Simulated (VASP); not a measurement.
**Ge: single point with PBE**

Crystal: Ge.

```xyz
2
Lattice="-2.5745 2.5745 1.3974 2.5745 -2.5745 1.3974 2.5745 2.5745 -1.3974" Properties=species:S:1:pos:R:3 pbc="T T T"
Ge    0.0000    0.0000    1.3974
Ge    2.5745    0.0000    0.6987
```

```
Program             : VASP 6.6.1
Task                : single point
Functional          : PBE
Potentials or basis : VASP PAW PBE potentials, release 64 (Ge_d)
Cutoff              : 520 eV
k mesh              : 6 × 6 × 6
Occupations         : fermi-dirac, width 0.04 eV
Spin                : no spin polarisation
```

The pressure is 2.8 GPa and the band gap on the k mesh is zero (bands 14 and 15 overlap by 4.80 eV).

Stress tensor (GPa, compression positive):
```
3.37 0.00 0.00
0.00 3.37 0.00
0.00 0.00 1.63
```

Levels at points of the mesh, in eV from the Fermi level:
| k point | band 12 | band 13 | band 14 | band 15 | band 16 | band 17 |
| --- | --- | --- | --- | --- | --- | --- |
| (0.00, 0.00, 0.00) | -4.24 | -2.50 | -2.50 | 3.13 | 7.44 | 7.44 |
| (0.50, 0.00, 0.00) | -6.55 | -2.80 | -2.19 | -1.51 | 2.33 | 3.41 |
| (0.50, 0.50, 0.00) | -10.73 | 0.45 | 0.45 | 1.76 | 1.76 | 7.37 |
| (0.50, 0.50, 0.50) | -9.05 | -6.07 | -6.07 | 6.00 | 6.00 | 10.86 |

Wall time 11 s on 1 thread of Intel(R) Xeon(R) 6975P-C (Granite Rapids), on a shared host, peak memory 0.16 GiB.

Caveat: the k points lie up to 0.43 Å⁻¹ apart, too coarse for converged energies and pressures of a metal.
